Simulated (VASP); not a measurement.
# CdSe (P6_3mc) in VASP: notebook, part 2 of 2

VASP 6.6.1. Earlier steps stand in the parts before.

## (3) Single point, r2SCAN (strain +0.025 along x and y, +0.050 along z)

The input, POSCAR:

```
CdSe
1.0
    4.4059624121      0.0000000000      0.0000000000
   -2.2029812060      3.8156753770      0.0000000000
    0.0000000000      0.0000000000      7.3659600000
Cd Se
2 2
Direct
    0.6666666667      0.3333333333      0.0000000000
    0.3333333333      0.6666666667      0.5000000000
    0.6666666667      0.3333333333      0.3750000000
    0.3333333333      0.6666666667      0.8750000000
```

The input, INCAR.step1:

```
PREC     = Accurate       # precision mode
ENCUT    = 520            # plane-wave cutoff, eV
ISMEAR   = 0              # smearing method
SIGMA    = 0.05           # smearing width, eV
LREAL    = F              # projectors in reciprocal space
LASPH    = T              # aspherical terms in the spheres
NELM     = 60             # most SCF steps
NBANDS   = 26             # bands
GGA      = PE             # functional
ALGO     = Normal         # electronic algorithm
EDIFF    = 1E-4           # SCF threshold, eV
LWAVE    = T              # write WAVECAR
LCHARG   = F              # write CHGCAR
```

The input, INCAR.step2:

```
PREC     = Accurate       # precision mode
ENCUT    = 520            # plane-wave cutoff, eV
EDIFF    = 1E-6           # SCF threshold, eV
ISMEAR   = 0              # smearing method
SIGMA    = 0.05           # smearing width, eV
LREAL    = F              # projectors in reciprocal space
LASPH    = T              # aspherical terms in the spheres
NELM     = 60             # most SCF steps
ALGO     = Normal         # electronic algorithm
ISIF     = 2              # what is computed and relaxed
LWAVE    = F              # write WAVECAR
LCHARG   = F              # write CHGCAR
METAGGA  = R2SCAN         # meta-GGA
LMIXTAU  = T            
NBANDS   = 26             # bands
ISTART   = 1
```

The input, KPOINTS:

```
regular mesh
0
Gamma
  6 6 4
```

Potentials or basis: VASP PAW PBE potentials, release 64 (Cd, Se).

On the command line:

```bash
$ cat potpaw_PBE.64/Cd/POTCAR potpaw_PBE.64/Se/POTCAR > POTCAR
$ cp INCAR.step1 INCAR
$ mpirun -np 1 vasp_std > vasp.out
$ cp INCAR.step2 INCAR
$ mpirun -np 1 vasp_std > vasp.out
```

OUTCAR:

```text
PREC = Accurate
   ENCUT = 520
   EDIFF = 1E-6
   ISMEAR = 0
   LREAL = F
   LASPH = T
   NELM = 60
   ISIF = 2
   METAGGA = R2SCAN
   ISTART = 1

 ion  position               nearest neighbor table
   1  0.667  0.333  0.000-   4 2.71   4 2.71   4 2.71   3 2.76
   2  0.333  0.667  0.500-   3 2.71   3 2.71   3 2.71   4 2.76
   3  0.667  0.333  0.375-   2 2.71   2 2.71   2 2.71   1 2.76
   4  0.333  0.667  0.875-   1 2.71   1 2.71   1 2.71   2 2.76

  LATTYP: Found a hexagonal cell.
 ALAT       =     4.4059624121
 C/A-ratio  =     1.6718163504

  Lattice vectors:

 A1 = (   4.4059624121,   0.0000000000,   0.0000000000)
 A2 = (  -2.2029812060,   3.8156753770,   0.0000000000)
 A3 = (   0.0000000000,   0.0000000000,   7.3659600000)

Analysis of symmetry for initial positions (statically):
=====================================================================
 Subroutine PRICEL returns:
 Original cell was already a primitive cell.

 Routine SETGRP: Setting up the symmetry group for a
 hexagonal supercell.

 Subroutine GETGRP returns: Found 12 space group operations
 (whereof  6 operations were pure point group operations)
 out of a pool of 24 trial point group operations.

The static configuration has the point symmetry C_3v.
 The point group associated with its full space group is C_6v.

Analysis of symmetry for dynamics (positions and initial velocities):
=====================================================================
 Subroutine PRICEL returns:
 Original cell was already a primitive cell.

 Routine SETGRP: Setting up the symmetry group for a
 hexagonal supercell.

 Subroutine GETGRP returns: Found 12 space group operations
 (whereof  6 operations were pure point group operations)
 out of a pool of 24 trial point group operations.

The dynamic configuration has the point symmetry C_3v.
 The point group associated with its full space group is C_6v.

 Subroutine INISYM returns: Found 12 space group operations
 (whereof  6 operations are pure point group operations),
 and found     1 'primitive' translations

----------------------------------------------------------------------------------------

                                     Primitive cell

  volume of cell :     123.8345

  direct lattice vectors                    reciprocal lattice vectors
     4.405962412  0.000000000  0.000000000     0.226965168  0.131038401  0.000000000
    -2.202981206  3.815675377  0.000000000     0.000000000  0.262076802  0.000000000
     0.000000000  0.000000000  7.365960000     0.000000000  0.000000000  0.135759629

  length of vectors
     4.405962412  4.405962412  7.365960000     0.262076802  0.262076802  0.135759629

  position of ions in fractional coordinates (direct lattice)
     0.666666667  0.333333333  0.000000000
     0.333333333  0.666666667  0.500000000
     0.666666667  0.333333333  0.375000000
     0.333333333  0.666666667  0.875000000

  ion indices of the primitive-cell ions
   primitive index   ion index
                 1           1
                 2           2
                 3           3
                 4           4

----------------------------------------------------------------------------------------

 KPOINTS: regular mesh

Automatic generation of k-mesh.
 Grid dimensions read from file:
 generate k-points for:    6    6    4

 Generating k-lattice:

  Cartesian coordinates                     Fractional coordinates (reciprocal lattice)
     0.037827528  0.021839733  0.000000000     0.166666667  0.000000000  0.000000000
     0.000000000  0.043679467  0.000000000     0.000000000  0.166666667  0.000000000
     0.000000000  0.000000000  0.033939907     0.000000000  0.000000000  0.250000000

  Length of vectors
     0.043679467  0.043679467  0.033939907

  Shift w.r.t. Gamma in fractional coordinates (k-lattice)
     0.000000000  0.000000000  0.000000000

 Subroutine IBZKPT returns following result:
 ===========================================

 Found     21 irreducible k-points:

 Following reciprocal coordinates:
            Coordinates               Weight
  0.000000  0.000000  0.000000      1.000000
  0.166667 -0.000000  0.000000      6.000000
  0.333333 -0.000000  0.000000      6.000000
  0.500000 -0.000000  0.000000      3.000000
  0.166667  0.166667  0.000000      6.000000
  0.333333  0.166667  0.000000     12.000000
[... 13 lines left out ...]
  0.333333  0.166667  0.500000     12.000000
  0.333333  0.333333  0.500000      2.000000
   k-points           NKPTS =     21   k-points in BZ     NKDIM =     21   number of bands    NBANDS=     26
   number of dos      NEDOS =    301   number of ions     NIONS =      4
   total plane-waves  NPLWV =  72576
   dimension x,y,z NGX =    36 NGY =   36 NGZ =   56
   dimension x,y,z NGXF=    72 NGYF=   72 NGZF=  112
   ions per type =               2   2
   NGX,Y,Z   is equivalent  to a cutoff of  13.58, 13.58, 12.64 a.u.
   NGXF,Y,Z  is equivalent  to a cutoff of  27.17, 27.17, 25.28 a.u.
 SYSTEM =  unknown system
   PREC   = accura    normal or accurate (medium, high low for compatibility)
   ISTART =      1    job   : 0-new  1-cont  2-samecut
   ICHARG =      0    charge: 1-file 2-atom 10-const
   ISPIN  =      1    spin polarized calculation?
   LNONCOLLINEAR =      F non collinear calculations
   LSORBIT =      F    spin-orbit coupling
   LASPH  =      T    aspherical Exc in radial PAW
   ENCUT  =  520.0 eV  38.22 Ry    6.18 a.u.   8.19  8.19 13.70*2*pi/ulx,y,z
   NELM   =     60;   NELMIN=  2; NELMDL=  0     # of ELM steps
   EDIFF  = 0.1E-05   stopping-criterion for ELM
   LREAL  =      F    real-space projection
   EDIFFG = 0.1E-04   stopping-criterion for IOM
   NSW    =      0    number of steps for IOM
   IBRION =     -1    ionic relax: 0-MD 1-quasi-New 2-CG
   NFREE  =      0    steps in history (QN), initial steepest desc. (CG)
   ISIF   =      2    stress and relaxation
   ISYM   =      2    0-nonsym 1-usesym 2-fastsym
   POTIM  = 0.5000    time-step for ionic-motion
   TEBEG  =    0.0;   TEEND  =   0.0 temperature during run
   PSTRESS=    0.0 pullay stress
   NELECT =      36.0000    total number of electrons
   NUPDOWN=      -1.0000    fix difference up-down
   EMIN   =  10.00;   EMAX   =-10.00  energy-range for DOS
   EFERMI =   0.00;   METHOD = LEGACY
   ISMEAR =     0;   SIGMA  =   0.05  broadening in eV -4-tet -1-fermi 0-gaus
   EFERMI_NEDOS =   21; number of points for ismear=-14 and -15
   IALGO  =     38    algorithm
   IMIX   =      4    mixing-type and parameters
     AMIX     =   0.40;   BMIX     =  1.00
     AMIX_MAG =   1.60;   BMIX_MAG =  1.00
  volume/ion in A,a.u.               =      30.96       208.92
  Fermi-wavevector in a.u.,A,eV,Ry     =   1.084497  2.049403 16.002280  1.176134
  Thomas-Fermi vector in A             =   2.220589
   LORBIT       =      0    0 simple, 1 ext, 2 COOP (PROOUT), +10 PAW based schemes
   METAGGA = R2SCAN    functional components
   LHFCALC =     F    Hartree Fock is set to
   AEXX    =    0.0000 exact exchange contribution
   IVDW    =     0    specifies the selected vdW correction
   LEPSILON=     F    determine dielectric tensor
   LRPA    =     F    only Hartree local field effects (RPA)
 non-spin polarized calculation
 Gauss-broadening in eV      SIGMA  =   0.05
  energy-cutoff  :      520.00
  volume of cell :      123.83
 maximum number of plane-waves:      3357
 NGX is ok and might be reduce to    36
   NGX = 17   NGY = 17   NGZ = 27

 number of electron      36.0000011 magnetization

 Free energy of the ion-electron system (eV)
  ---------------------------------------------------
  ext. energy  EPLUGINS =         0.00000000
  ---------------------------------------------------
  free energy    TOTEN  =       -71.74636199 eV

  energy without entropy =      -71.74636199  energy(sigma->0) =      -71.74636199

 E-fermi :   0.1637     XC(G=0):  -8.9699

 val. band max:       -0.0426410855   @ k =   0.0000   0.0000   0.0000
 cond. band min:       0.8525749779   @ k =   0.0000   0.0000   0.0000
 fundamental gap:      0.8952160635
 Fermi energy:         0.1637354657

 k-point     1 :       0.0000    0.0000    0.0000
  band No.  band energies     occupation
      1     -12.5833      2.00000
      2     -12.2958      2.00000
      3      -7.9669      2.00000
      4      -7.9669      2.00000
      5      -7.9549      2.00000
      6      -7.9156      2.00000
[... 598 lines left out ...]
     25       9.1445      0.00000
     26       9.1445      0.00000

------------------------ aborting loop because EDIFF is reached ----------------------------------------

  FORCE on cell =-STRESS in cart. coord.  units (eV):
  Direction    XX          YY          ZZ          XY          YZ          ZX
  --------------------------------------------------------------------------------------
  -------------------------------------------------------------------------------------
  Total       -1.8220851     -1.8220851     -2.9890815     -0.0000000      0.0000000      0.0000000
  in kB      -23.5742389    -23.5742389    -38.6729026     -0.0000000      0.0000000      0.0000000
  external PRESSURE =     -28.6071268 kB  Pullay stress =       0.0000000 kB

 VOLUME and BASIS-vectors are now :
 -----------------------------------------------------------------------------
  energy-cutoff  :      520.00
  volume of cell :      123.83
      direct lattice vectors                 reciprocal lattice vectors
     4.405962412  0.000000000  0.000000000     0.226965168  0.131038401  0.000000000
    -2.202981206  3.815675377  0.000000000     0.000000000  0.262076802  0.000000000
     0.000000000  0.000000000  7.365960000     0.000000000  0.000000000  0.135759629

 POSITION                                       TOTAL-FORCE (eV/Angst)
 -----------------------------------------------------------------------------------
      2.20298      1.27189      0.00000         0.000000      0.000000      0.072188
     -0.00000      2.54378      3.68298        -0.000000     -0.000000      0.072188
      2.20298      1.27189      2.76223         0.000000      0.000000     -0.072188
     -0.00000      2.54378      6.44522        -0.000000      0.000000     -0.072188
 -----------------------------------------------------------------------------------
    total drift:                               -0.000000     -0.000000      0.002064

  FREE ENERGIE OF THE ION-ELECTRON SYSTEM (eV)
  ---------------------------------------------------
  free  energy   TOTEN  =       -71.7463619862 eV

  energy  without entropy=      -71.7463619861  energy(sigma->0) =      -71.74636199
```

Run time: 5 min. Hardware: 1 thread of Intel Xeon Platinum 8259CL at 2.50GHz (Skylake/Cascade Lake), shared host; peak memory 0.3 GiB.

What came out:

```yaml
Free_energy: -71.7464 eV
Pressure: -2.9 GPa
Largest_force: 0.072 eV/Å
Band_gap_on_the_k_mesh: 0.90 eV, direct
```

Forces on the atoms (eV/Å):
```
Cd   0.000  0.000  0.072
Cd   0.000  0.000  0.072
Se   0.000  0.000 -0.072
Se   0.000  0.000 -0.072
```

Levels at points of the mesh, in eV from the valence-band top:
```tsv
k point	band 16	band 17	band 18	band 19	band 20	band 21
(0.00, 0.00, 0.00)	-0.11	0.00	0.00	0.90	2.64	6.42
(0.50, 0.00, 0.00)	-1.55	-1.14	-0.67	3.39	3.74	4.99
(0.00, 0.00, 0.50)	-0.31	-0.31	-0.31	2.62	2.62	6.05
(0.50, 0.00, 0.50)	-1.23	-1.14	-1.14	3.20	3.20	5.19
```

Caveat: the cell differs from its parent crystal (strain +0.025 along x and y, +0.050 along z); the PAW data sets were made with another functional, which shifts forces and pressure a little.
